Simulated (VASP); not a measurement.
The system is Al3SiPd2.

```
Al Si Pd
1.0
     2.60250   -4.37066    0.00000
     2.60250    4.37066    0.00000
     0.00000    0.00000    4.03822
Al Si Pd
3 1 2
Direct
  0.66109 0.33891 0.00000
  0.33891 0.66109 0.00000
  0.50000 0.50000 0.50000
  0.00000 0.00000 0.00000
  0.50000 0.00000 0.50000
  0.00000 0.50000 0.50000
```

The cell was generated, and may not be a known phase.

| Quantity | Value |
| --- | --- |
| Program | VASP 6.6.1 |
| Task | relaxation of cell and atoms |
| Functional | PBE |
| Potentials or basis | VASP PAW PBE potentials, release 64 (Al, Si, Pd) |
| Cutoff | 600 eV |
| k mesh | 4 × 4 × 4 |
| Occupations | gaussian, width 0.1 eV |
| Spin | no spin polarisation |

At the start: pressure 14.7 GPa; volume 15.31 Å³/atom.

Q: Where does the relaxation end?

A: Over 11 steps the energy falls by 125.6 meV/atom and the volume is 17.00 Å³/atom (+11.0 %); space group Cmmm (No. 65, to 0.1 Å) before and after.

The path:
```tsv
step	energy change (eV)	largest force (eV/Å)	pressure (GPa)	volume (Å³)
1	0.0000	0.8803	14.66	91.87
2	-0.3395	0.6635	-8.16	111.69
3	-0.5549	0.7768	-1.34	103.29
4	-0.6438	0.6078	-0.85	102.52
5	-0.6909	0.3770	0.10	101.44
6	-0.7232	0.2764	0.19	101.40
7	-0.7448	0.1314	0.55	101.29
8	-0.7510	0.0480	-0.71	102.62
9	-0.7511	0.0577	-0.56	102.46
10	-0.7528	0.0320	0.35	101.73
11	-0.7535	0.0004	0.03	101.99
```

Final structure:
```xyz
6
Lattice="2.7211 -4.3190 0.0000 2.7211 4.3190 0.0000 0.0000 0.0000 4.3390" Properties=species:S:1:pos:R:3 pbc="T T T"
Al    2.7211   -1.6239    0.0000
Al    2.7211    1.6239    0.0000
Al    2.7211    0.0000    2.1695
Si    0.0000    0.0000    0.0000
Pd    1.3606   -2.1595    2.1695
Pd    1.3606    2.1595    2.1695
```

Caveat: the k points lie up to 0.36 Å⁻¹ apart in the final cell, too coarse for converged energies and pressures of a metal.
